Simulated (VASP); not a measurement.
Wanted: the native input for a VASP 6.6.1 run.

* Task: relaxation of cell and atoms
* Functional: PBE
* Potentials or basis: VASP PAW PBE potentials, release 64 (Se)
* Cutoff: 600 eV
* k mesh: 20 × 20 × 14
* Occupations: gaussian, width 0.1 eV
* Spin: no spin polarisation
* Dipole correction: no
* Further INCAR settings: ALGO = Normal; EDIFF = 1e-07; IBRION = 2; EDIFFG = -0.01; NSW = 100; ISIF = 3

The structure of Se lies in POSCAR:

```
Se
1.0
    2.6345296686      0.0000000000      0.0000000000
    0.0000000000      2.6345296686      0.0000000000
    0.0000000000      0.0000000000      4.3375747220
Se
1
Direct
    0.0000000000      0.0000000000      0.5000000000
```

The cell was built from a structure type or drawn by symmetry, and may not be a known phase.

These files were run (other wordings do the same):

INCAR

```
SYSTEM = Se
PREC     = Accurate       ! precision mode
ENCUT    = 600            ! plane-wave cutoff, eV
EDIFF    = 1E-7           ! SCF threshold, eV
ISMEAR   = 0              ! smearing method
SIGMA    = 0.1            ! smearing width, eV
LREAL    = .False.        ! projectors in reciprocal space
LASPH    = .True.         ! aspherical terms in the spheres
NELM     = 100            ! most SCF steps
ALGO     = Normal         ! electronic algorithm
ISIF     = 3              ! what is computed and relaxed
LWAVE    = .False.        ! write WAVECAR
LCHARG   = .False.        ! write CHGCAR
GGA      = PE             ! functional
IBRION   = 2              ! ionic algorithm
NSW      = 100            ! ionic steps
EDIFFG   = -0.01          ! ionic threshold
```

KPOINTS

```
Automatic mesh
0
Gamma
  20 20 14
  0 0 0
```

Potentials or basis: VASP PAW PBE potentials, release 64 (Se).

Launch:

```bash
$ cat potpaw_PBE.64/Se/POTCAR > POTCAR
$ mpirun -np 1 vasp_std > vasp.out
```

It gave:

```json
{
  "Relaxed volume": "30.13 Å³/atom",
  "Relaxed cell": "a = 2.635 Å, b = 2.635 Å, c = 4.338 Å, α = 90.00°, β = 90.00°, γ = 90.00°",
  "Space group after relaxing (to 0.1 Å)": "P4/mmm (No. 123)",
  "Energy gained by relaxing": "0.0 meV/atom",
  "Ionic steps": "3",
  "Pressure after relaxing": "0.0 GPa",
  "Band gap on the k mesh": "zero (bands 3 and 4 overlap by 5.29 eV)"
}
```

Run time: 95 s on 1 thread of AMD EPYC 9R45 96-Core Processor (Zen 5) (shared host), peak memory 0.25 GiB.
